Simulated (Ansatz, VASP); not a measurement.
# One calculation of AlN, two programs

The input INCAR:

```
SYSTEM = AlN
PREC = Accurate
ENCUT = 520
EDIFF = 1E-7
ISMEAR = 0
SIGMA = 0.05
LREAL = .False.
LASPH = .True.
NELM = 100
ALGO = Normal
ISIF = 2
LWAVE = .False.
LCHARG = .True.
GGA = PE
LELF = .True.
LVHAR = .True.
NBANDS = 26
```

KPOINTS

```
regular mesh
0
Gamma
  8 6 4
  0 0 0
```

POSCAR

```
AlN
1.0
   -3.3134793387      0.0000000000      0.0000000000
    0.0000000000      0.0000000000     -4.1875902400
    0.0000000000     -5.7391145645      0.0000000000
Al N
4 4
Direct
    0.5444246017      0.2500000000      0.1666666667
   -0.0444246017      0.2500000000      0.6666666667
    0.0444246017      0.7500000000      0.3333333333
    0.4555753983      0.7500000000      0.8333333333
    0.5428032807      0.7500000000      0.1666666667
   -0.0428032807      0.7500000000      0.6666666667
    0.0428032807      0.2500000000      0.3333333333
    0.4571967193      0.2500000000      0.8333333333
```

Input for Ansatz:

```yaml
crystal:
  lattice:
    - [-3.3134793387, 0.0, 0.0]
    - [0.0, 0.0, -4.18759024]
    - [0.0, -5.7391145645, 0.0]
  atoms:
    - { symbol: Al, position: [0.5444246017, 0.25, 0.1666666667] }
    - { symbol: Al, position: [-0.0444246017, 0.25, 0.6666666667] }
    - { symbol: Al, position: [0.0444246017, 0.75, 0.3333333333] }
    - { symbol: Al, position: [0.4555753983, 0.75, 0.8333333333] }
    - { symbol: "N", position: [0.5428032807, 0.75, 0.1666666667] }
    - { symbol: "N", position: [-0.0428032807, 0.75, 0.6666666667] }
    - { symbol: "N", position: [0.0428032807, 0.25, 0.3333333333] }
    - { symbol: "N", position: [0.4571967193, 0.25, 0.8333333333] }
basis:
  ecutwfc: 520.0
kpoints:
  mp_grid: { grid: [8, 6, 4] }
hamiltonian:
  xc: pbe
  pseudopotentials: { kind: paw, azcp: { folder: soft_1 } }
scf:
  occupations: { method: gaussian, width: 0.05 }
output:
  forces: true
  stress: true
  eigenvalues: true
```

Change from the starting cell: mode 4 frozen in at -0.147 Å and mode 5 at +0.000 Å (largest displacements).

Alike in both runs: task single point; functional PBE; k mesh 8 × 6 × 4; occupations gaussian, width 0.05 eV; no spin polarisation.

|  | VASP | Ansatz |
| --- | --- | --- |
| version | VASP 6.6.1 | Ansatz 0.2.0 |
| potentials or method | VASP PAW PBE potentials, release 64 (Al, N), cutoff 520 eV | scalar-relativistic, plane waves, PAW |
| valence electrons in the cell | 32 | 32 |

Ansatz gave:

- gap on the k mesh at the Fermi level (eV): 3.18
- least direct gap on the mesh (eV): 3.18
- pressure (GPa): -1.1
- traceless stress, the component that is largest in VASP (GPa): 0.59
- rms of the force components (eV/Å): 0.237

Problem. Estimate VASP's values.

Solution. gap on the k mesh at the Fermi level (eV): 3.19; least direct gap on the mesh (eV): 3.19; pressure (GPa): -1.3; traceless stress, the component that is largest in VASP (GPa): 0.54; rms of the force components (eV/Å): 0.238.

Atom by atom the forces differ by 0.001 eV/Å (rms over components).
